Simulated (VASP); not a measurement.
# H4C in VASP: notebook

H4C is run at these levels: LDA; tasks: single point.

Everything below comes from runs of VASP 6.6.1. Logs are shortened: lines on timing, memory, paths and dates and some standing lists are left out, and cuts for length are marked.

## Step 1: The cell of the first run

The cell holds an amorphous packing of atoms, 40 atoms: a = 8.685 Å, b = 8.685 Å, c = 8.685 Å, α = 90.00°, β = 90.00°, γ = 90.00°.

## Step 2: Single point, LDA

Input file INCAR:

```
SYSTEM = H4C
ALGO = Normal
EDIFF = 1E-6
ENCUT = 520
GGA = CA
ISIF = 2
ISMEAR = -1
LASPH = .True.
LCHARG = .False.
LREAL = Auto
LWAVE = .False.
NBANDS = 58
NELM = 100
PREC = Accurate
SIGMA = 0.02
```

Input file KPOINTS:

```
k-points
0
Gamma
  1 1 1
  0 0 0
```

Input file POSCAR:

```
H4C
1.0
    8.6854290000      0.0000000000      0.0000000000
    0.0000000000      8.6854290000      0.0000000000
    0.0000000000      0.0000000000      8.6854290000
C H
8 32
Direct
    0.1832269762      0.4860997233      0.7471676691
    0.2094940918      0.9774729307      0.4527372825
    0.1204626041      0.1486793446      0.9021466909
    0.8988705513      0.8731478021      0.2130643114
    0.3752810294      0.3085708548      0.1546673768
    0.8022201276      0.8737191846      0.5879769423
    0.8716207416      0.5074348003      0.4634673468
    0.6445828265      0.7199964506      0.8948769154
    0.2533918625      0.5651288614      0.8160167065
    0.0980445252      0.4297016520      0.8206384684
    0.2566709040      0.3977572598      0.6947622810
    0.1230163464      0.5505528315      0.6573303886
    0.2600819884      0.8639941483      0.4742294446
    0.1221998280      0.9679779996      0.3624450300
    0.2996215024      1.0575719012      0.4158578936
    0.1555542136      1.0201591183      0.5584644073
    0.2377797229      0.1934581992      0.9119464205
    0.0986671309      0.1185485951      0.7813631369
    0.0388106187      0.2378151929      0.9390667935
    0.1082486495      0.0479132118      0.9769801337
    0.9763556576      0.7917658848      0.2704868176
    0.8779207713      0.9713674582      0.2892278494
    0.7893980628      0.8157377687      0.1878956300
    0.9517115637      0.9135274656      0.1059615632
    0.3994104819      0.3997675710      0.2386697154
    0.3197648680      0.2101502363      0.2116151200
    0.4826576772      0.2699842516      0.1005334346
    0.2975627499      0.3541738439      0.0662011081
    0.8989762700      0.8602110999      0.6681168437
    0.7113463416      0.7921320212      0.6191664566
    0.8412107255      0.8492851982      0.4708881546
    0.7577728472      0.9917193040      0.5929062655
    0.8536314268      0.4462162330      0.3549243093
    0.7977692487      0.4591915626      0.5537034972
    0.8437763379      0.6289080466      0.4485213044
    0.9921282456      0.4969828831      0.4982186143
    0.6596280590      0.8387892133      0.8556872818
    0.7418188546      0.6880695122      0.9685009570
    0.6414675088      0.6433674552      0.7947816459
    0.5366642612      0.7098157283      0.9590824914
```

Potentials or basis: VASP PAW LDA potentials, release 64 (C, H).

The run is started by

```console
$ cat potpaw_LDA.64/C/POTCAR potpaw_LDA.64/H/POTCAR > POTCAR
$ mpirun -np 1 vasp_gam > vasp.out
```

OUTCAR:

```text
SYSTEM = H4C
   EDIFF = 1E-6
   ENCUT = 520
   GGA = CA
   ISIF = 2
   ISMEAR = -1
   LASPH = .True.
   LREAL = Auto
   NELM = 100
   PREC = Accurate

 ion  position               nearest neighbor table
   1  0.183  0.486  0.747-  10 1.09  12 1.09   9 1.10  11 1.10
   2  0.209  0.977  0.453-  14 1.09  13 1.10  15 1.10  16 1.10
   3  0.120  0.149  0.902-  17 1.09  20 1.10  18 1.10  19 1.10
   4  0.899  0.873  0.213-  22 1.09  24 1.09  23 1.10  21 1.10
   5  0.375  0.309  0.155-  28 1.10  27 1.10  25 1.10  26 1.10
   6  0.802  0.874  0.588-  31 1.09  30 1.09  32 1.10  29 1.10
   7  0.872  0.507  0.463-  35 1.09  36 1.09  33 1.09  34 1.10
   8  0.645  0.720  0.895-  40 1.09  37 1.09  38 1.10  39 1.10
   9  0.253  0.565  0.816-   1 1.10
  10  0.098  0.430  0.821-   1 1.09
  11  0.257  0.398  0.695-   1 1.10
  12  0.123  0.551  0.657-   1 1.09
  13  0.260  0.864  0.474-   2 1.10
  14  0.122  0.968  0.362-   2 1.09
[... 24 lines left out ...]
  39  0.641  0.643  0.795-   8 1.10
  40  0.537  0.710  0.959-   8 1.09

  LATTYP: Found a simple cubic cell.
 ALAT       =     8.6854290000

  Lattice vectors:

 A1 = (   8.6854290000,   0.0000000000,   0.0000000000)
 A2 = (   0.0000000000,   8.6854290000,   0.0000000000)
 A3 = (   0.0000000000,   0.0000000000,   8.6854290000)

Analysis of symmetry for initial positions (statically):
=====================================================================
 Subroutine PRICEL returns:
 Original cell was already a primitive cell.

 Routine SETGRP: Setting up the symmetry group for a
 simple cubic supercell.

 Subroutine GETGRP returns: Found  1 space group operations
 (whereof  1 operations were pure point group operations)
 out of a pool of 48 trial point group operations.

The static configuration has the point symmetry C_1 .

Analysis of symmetry for dynamics (positions and initial velocities):
=====================================================================
 Subroutine PRICEL returns:
 Original cell was already a primitive cell.

 Routine SETGRP: Setting up the symmetry group for a
 simple cubic supercell.

 Subroutine GETGRP returns: Found  1 space group operations
 (whereof  1 operations were pure point group operations)
 out of a pool of 48 trial point group operations.

The dynamic configuration has the point symmetry C_1 .

 Subroutine INISYM returns: Found  1 space group operations
 (whereof  1 operations are pure point group operations),
 and found     1 'primitive' translations

----------------------------------------------------------------------------------------

                                     Primitive cell

  volume of cell :     655.1999

  direct lattice vectors                    reciprocal lattice vectors
     8.685429000  0.000000000  0.000000000     0.115135361  0.000000000  0.000000000
     0.000000000  8.685429000  0.000000000     0.000000000  0.115135361  0.000000000
     0.000000000  0.000000000  8.685429000     0.000000000  0.000000000  0.115135361

  length of vectors
     8.685429000  8.685429000  8.685429000     0.115135361  0.115135361  0.115135361

  position of ions in fractional coordinates (direct lattice)
     0.183226976  0.486099723  0.747167669
     0.209494092  0.977472931  0.452737283
     0.120462604  0.148679345  0.902146691
     0.898870551  0.873147802  0.213064311
     0.375281029  0.308570855  0.154667377
     0.802220128  0.873719185  0.587976942
[... 32 lines left out ...]
     0.641467509  0.643367455  0.794781646
     0.536664261  0.709815728  0.959082491

  ion indices of the primitive-cell ions
   primitive index   ion index
                 1           1
                 2           2
                 3           3
                 4           4
                 5           5
                 6           6
[... 32 lines left out ...]
                39          39
                40          40

----------------------------------------------------------------------------------------

 KPOINTS: k-points

Automatic generation of k-mesh.
 Grid dimensions read from file:
 generate k-points for:    1    1    1

 Generating k-lattice:

  Cartesian coordinates                     Fractional coordinates (reciprocal lattice)
     0.115135361  0.000000000  0.000000000     1.000000000  0.000000000  0.000000000
     0.000000000  0.115135361  0.000000000     0.000000000  1.000000000  0.000000000
     0.000000000  0.000000000  0.115135361     0.000000000  0.000000000  1.000000000

  Length of vectors
     0.115135361  0.115135361  0.115135361

  Shift w.r.t. Gamma in fractional coordinates (k-lattice)
     0.000000000  0.000000000  0.000000000

 Subroutine IBZKPT returns following result:
 ===========================================

 Found      1 irreducible k-points:

 Following reciprocal coordinates:
            Coordinates               Weight
  0.000000  0.000000  0.000000      1.000000
   k-points           NKPTS =      1   k-points in BZ     NKDIM =      1   number of bands    NBANDS=     58
   number of dos      NEDOS =    301   number of ions     NIONS =     40
   total plane-waves  NPLWV = 343000
   dimension x,y,z NGX =    70 NGY =   70 NGZ =   70
   dimension x,y,z NGXF=   140 NGYF=  140 NGZF=  140
   ions per type =               8  32
   NGX,Y,Z   is equivalent  to a cutoff of  13.40, 13.40, 13.40 a.u.
   NGXF,Y,Z  is equivalent  to a cutoff of  26.80, 26.80, 26.80 a.u.
 SYSTEM =  H4C
   PREC   = accura    normal or accurate (medium, high low for compatibility)
   ISTART =      0    job   : 0-new  1-cont  2-samecut
   ICHARG =      2    charge: 1-file 2-atom 10-const
   ISPIN  =      1    spin polarized calculation?
   LNONCOLLINEAR =      F non collinear calculations
   LSORBIT =      F    spin-orbit coupling
   LASPH  =      T    aspherical Exc in radial PAW
   ENCUT  =  520.0 eV  38.22 Ry    6.18 a.u.  16.15 16.15 16.15*2*pi/ulx,y,z
   NELM   =    100;   NELMIN=  2; NELMDL= -5     # of ELM steps
   EDIFF  = 0.1E-05   stopping-criterion for ELM
   LREAL  =      T    real-space projection
   EDIFFG = 0.1E-04   stopping-criterion for IOM
   NSW    =      0    number of steps for IOM
   IBRION =     -1    ionic relax: 0-MD 1-quasi-New 2-CG
   NFREE  =      0    steps in history (QN), initial steepest desc. (CG)
   ISIF   =      2    stress and relaxation
   ISYM   =      2    0-nonsym 1-usesym 2-fastsym
   POTIM  = 0.5000    time-step for ionic-motion
   TEBEG  =    0.0;   TEEND  =   0.0 temperature during run
   PSTRESS=    0.0 pullay stress
   NELECT =      64.0000    total number of electrons
   NUPDOWN=      -1.0000    fix difference up-down
   EMIN   =  10.00;   EMAX   =-10.00  energy-range for DOS
   EFERMI =   0.00;   METHOD = LEGACY
   ISMEAR =    -1;   SIGMA  =   0.02  broadening in eV -4-tet -1-fermi 0-gaus
   EFERMI_NEDOS =   21; number of points for ismear=-14 and -15
   IALGO  =     38    algorithm
   IMIX   =      4    mixing-type and parameters
     AMIX     =   0.40;   BMIX     =  1.00
     AMIX_MAG =   1.60;   BMIX_MAG =  1.00
  volume/ion in A,a.u.               =      16.38       110.54
  Fermi-wavevector in a.u.,A,eV,Ry     =   0.753952  1.424762  7.734140  0.568443
  Thomas-Fermi vector in A             =   1.851508
   LORBIT       =      0    0 simple, 1 ext, 2 COOP (PROOUT), +10 PAW based schemes
   GGA     = CA    functional components
   LHFCALC =     F    Hartree Fock is set to
   AEXX    =    0.0000 exact exchange contribution
   IVDW    =     0    specifies the selected vdW correction
   LEPSILON=     F    determine dielectric tensor
   LRPA    =     F    only Hartree local field effects (RPA)
 non-spin polarized calculation
  energy-cutoff  :      520.00
  volume of cell :      655.20
 maximum number of plane-waves:      8779
 NGX is ok and might be reduce to    70
   NGX = 33   NGY = 33   NGZ = 33

 number of electron      64.0000001 magnetization

 Free energy of the ion-electron system (eV)
  ---------------------------------------------------
  ext. energy  EPLUGINS =         0.00000000
  ---------------------------------------------------
  free energy    TOTEN  =      -198.73705921 eV

  energy without entropy =     -198.73705921  energy(sigma->0) =     -198.73705921

 E-fermi :  -6.3540     XC(G=0):  -4.8825

 val. band max:       -6.8877402634   @ k =   0.0000   0.0000   0.0000
 cond. band min:      -0.1750495433   @ k =   0.0000   0.0000   0.0000
 fundamental gap:      6.7126907202
 Fermi energy:        -6.3539939044

 k-point     1 :       0.0000    0.0000    0.0000
  band No.  band energies     occupation
      1     -15.8143      2.00000
      2     -15.6163      2.00000
      3     -15.4427      2.00000
      4     -15.3662      2.00000
      5     -15.2697      2.00000
      6     -15.2419      2.00000
[... 36 lines left out ...]
     43       2.8615      0.00000
     44       3.0343      0.00000
 [bands above 44 left out]

------------------------ aborting loop because EDIFF is reached ----------------------------------------

  FORCE on cell =-STRESS in cart. coord.  units (eV):
  Direction    XX          YY          ZZ          XY          YZ          ZX
  --------------------------------------------------------------------------------------
  -------------------------------------------------------------------------------------
  Total        1.0846693      1.5623015      2.3774175      0.3274759     -0.1575500      0.0421541
  in kB        2.6523699      3.8203365      5.8135608      0.8007854     -0.3852610      0.1030806
  external PRESSURE =       4.0954224 kB  Pullay stress =       0.0000000 kB

 VOLUME and BASIS-vectors are now :
 -----------------------------------------------------------------------------
  energy-cutoff  :      520.00
  volume of cell :      655.20
      direct lattice vectors                 reciprocal lattice vectors
     8.685429000  0.000000000  0.000000000     0.115135361  0.000000000  0.000000000
     0.000000000  8.685429000  0.000000000     0.000000000  0.115135361  0.000000000
     0.000000000  0.000000000  8.685429000     0.000000000  0.000000000  0.115135361

 POSITION                                       TOTAL-FORCE (eV/Angst)
 -----------------------------------------------------------------------------------
      1.59140      4.22198      6.48947         0.071482      0.042052      0.007148
      1.81955      8.48977      3.93222         0.032523      0.008989      0.006644
      1.04627      1.29134      7.83553        -0.036788     -0.023880     -0.031992
      7.80708      7.58366      1.85055         0.000127      0.002280     -0.100343
      3.25948      2.68007      1.34335        -0.029838      0.047530      0.028565
      6.96763      7.58863      5.10683        -0.001533      0.015362      0.009228
[... 32 lines left out ...]
      5.57142      5.58792      6.90302        -0.024164     -0.087885     -0.078620
      4.66116      6.16505      8.33004        -0.113742     -0.042798      0.117977
 -----------------------------------------------------------------------------------
    total drift:                                0.003641      0.000460      0.019366

  FREE ENERGIE OF THE ION-ELECTRON SYSTEM (eV)
  ---------------------------------------------------
  free  energy   TOTEN  =      -198.7370592135 eV

  energy  without entropy=     -198.7370592135  energy(sigma->0) =     -198.73705921
```

Wall time 57 s (1 thread of Intel Xeon 6975P-C, shared host); peak memory 0.47 GiB.

Results:

```yaml
Free_energy: -198.7371 eV
Pressure: 0.4 GPa
Largest_force: 0.189 eV/Å
Band_gap_on_the_k_mesh: 6.71 eV
```

Forces on the atoms (eV/Å):
```
C    0.071  0.042  0.007
C    0.033  0.009  0.007
C   -0.037 -0.024 -0.032
C    0.000  0.002 -0.100
C   -0.030  0.048  0.029
C   -0.002  0.015  0.009
C   -0.032 -0.072 -0.037
C   -0.043 -0.027  0.072
H    0.102  0.062  0.063
H   -0.088 -0.022  0.076
H    0.046 -0.033 -0.039
H    0.002  0.138 -0.086
H    0.053 -0.106  0.034
H   -0.073  0.007 -0.083
H    0.111  0.085 -0.010
H   -0.050  0.046  0.118
H    0.087  0.024  0.013
H   -0.104 -0.077 -0.034
H   -0.025 -0.018  0.018
H   -0.023 -0.159  0.012
H    0.072 -0.087  0.024
H   -0.004  0.121 -0.020
H   -0.116 -0.039 -0.062
H    0.039  0.019 -0.163
H    0.062 -0.022  0.074
H   -0.034  0.007  0.034
H    0.063  0.016 -0.018
H   -0.022  0.045 -0.033
H    0.047  0.007  0.065
H   -0.036  0.022 -0.015
H    0.049  0.054 -0.002
H   -0.034  0.099  0.062
H   -0.052 -0.117 -0.114
H   -0.046 -0.082  0.057
H   -0.059  0.170 -0.055
H    0.128 -0.079  0.005
H    0.001  0.101 -0.007
H    0.083 -0.045  0.093
H   -0.024 -0.088 -0.079
H   -0.114 -0.043  0.118
```

Levels at points of the mesh, in eV from the valence-band top:
| k point | band 30 | band 31 | band 32 | band 33 | band 34 | band 35 |
| --- | --- | --- | --- | --- | --- | --- |
| (0.00, 0.00, 0.00) | -0.31 | -0.25 | 0.00 | 6.71 | 8.42 | 8.54 |

Caveat: the k points lie up to 0.72 Å⁻¹ apart.

## Step 3: Single point, LDA

Input file INCAR:

```
SYSTEM = H4C
ALGO = Normal ; EDIFF = 1E-6
ENCUT = 520 ; ISIF = 2
ISMEAR = -1 ; LASPH = .True.
LCHARG = .False. ; LREAL = Auto
LWAVE = .False. ; NBANDS = 58
NELM = 80 ; PREC = Accurate
SIGMA = 0.02
```

KPOINTS is that of step 2.

Input file POSCAR:

```
H4C
1.0
    8.6854290000      0.0000000000      0.0000000000
    0.0000000000      8.6854290000      0.0000000000
    0.0000000000      0.0000000000      8.6854290000
C H
8 32
Direct
    0.1423303328      0.5071597500      0.7636007387
    0.2069327836      0.9975327644      0.4617849043
    0.0687127832      0.1500213749      0.8724612221
    0.9147964942      0.8785979368      0.1746488285
    0.4150514615      0.2923171671      0.1369880521
    0.8132010520      0.8989308415      0.5810305973
    0.9217391565      0.5182703123      0.4266455923
    0.6433418545      0.7242935265      0.9478863969
    0.2269893634      0.5105217025      0.8543849705
    0.0389733196      0.4610019839      0.8183591162
    0.1887989643      0.4343711750      0.6695351490
    0.1188196922      0.6296292331      0.7278166686
    0.2166156675      0.8663475345      0.4634773942
    0.1932201622      1.0403976591      0.3394305566
    0.3146534270      1.0570232052      0.4836145687
    0.1094131332      1.0460623189      0.5322592586
    0.1693065478      0.2116418199      0.9070363709
    0.0685055396      0.1267064644      0.7515806070
   -0.0328826590      0.2200927553      0.8894091472
    0.0573719502      0.0503371797      0.9450655805
    1.0447382622      0.9096959977      0.1673147060
    0.8674528339      0.9788808359      0.2211750277
    0.9102025933      0.7839106163      0.2616335935
    0.8676370505      0.8583801675      0.0611714171
    0.4606105237      0.3796818787      0.2117569552
    0.3537994496      0.2030757491      0.2086367870
    0.4845241381      0.2184232926      0.0613901743
    0.3205944116      0.3477433297      0.0692078653
    0.8350192029      0.8162521391      0.6804614948
    0.7070347360      0.8664626698      0.5192259358
    0.9218082377      0.8953961860      0.5165432819
    0.8041053585      1.0013092042      0.6471067808
    0.8259695635      0.4925375592      0.3521760410
    0.8858860052      0.5064689378      0.5436346322
    0.9585479313      0.6360077320      0.4223740704
    1.0267771460      0.4478189851      0.4205894723
    0.7047435423      0.8088489354      0.8804976703
    0.7242129318      0.6699841769      1.0308414242
    0.6201305658      0.6181962917      0.8754547415
    0.5394091645      0.7716602139      1.0076071084
```

Potentials or basis: VASP PAW LDA potentials, release 64 (C, H).

The run is started by

```console
$ cat potpaw_LDA.64/C/POTCAR potpaw_LDA.64/H/POTCAR > POTCAR
$ mpirun -np 1 vasp_gam > vasp.out
```

It took 70 s on 1 thread of Intel Xeon 6975P-C, shared host; peak memory 0.47 GiB.

Results (log left out):

```yaml
Free_energy: -197.8021 eV
Pressure: 0.1 GPa
Largest_force: 3.187 eV/Å
Band_gap_on_the_k_mesh: 6.48 eV
```

Forces on the atoms (eV/Å):
```
C   -0.178  0.832 -0.391
C   -0.584 -0.020 -1.232
C   -0.731  0.186  0.302
C    3.084 -0.738  0.323
C   -2.226 -1.346 -0.254
C    0.573 -1.997  1.213
C    0.870 -0.248  0.593
C   -0.218 -1.957  0.363
H    0.684  0.094  0.506
H   -0.274 -0.262 -0.281
H   -0.423  0.244  0.163
H    0.197 -0.827 -0.038
H   -0.104  1.369  0.107
H   -0.522 -0.671  0.558
H    0.525 -0.146  0.900
H    0.742 -0.488 -0.377
H    0.859  0.642  0.156
H    0.326 -0.549 -0.934
H   -0.417  0.502  0.347
H   -0.076 -0.862  0.181
H   -1.390 -0.493 -0.194
H   -1.095  1.598  0.873
H   -0.361  0.224 -0.729
H   -0.096 -0.427 -0.236
H    0.948  0.261  0.235
H    0.214  0.623 -0.063
H    0.590  0.690  0.024
H    0.442 -0.229  0.048
H   -0.378  0.071 -0.934
H    0.383  0.145  0.005
H   -0.279  0.177 -0.420
H   -0.289  1.573  0.154
H   -0.149 -0.246 -0.649
H   -0.594 -0.263  1.148
H    0.145  0.979 -0.444
H   -0.244 -0.261 -0.571
H    0.148  0.474 -0.342
H   -0.214  0.622  0.179
H   -0.445  1.073  0.146
H    0.557 -0.348 -0.436
```

Stress tensor (GPa, compression positive):
```
-0.16  0.49  0.14
 0.49 -0.05  0.58
 0.14  0.58  0.38
```

Levels at points of the mesh, in eV from the valence-band top:
| k point | band 28 | band 29 | band 30 | band 31 | band 32 | band 33 | band 34 | band 35 | band 36 | band 37 |
| --- | --- | --- | --- | --- | --- | --- | --- | --- | --- | --- |
| (0.00, 0.00, 0.00) | -0.53 | -0.48 | -0.41 | -0.23 | 0.00 | 6.48 | 8.25 | 8.31 | 8.43 | 8.52 |

Caveat: the k points lie up to 0.72 Å⁻¹ apart.

(Part 1 of 2 ends here.)
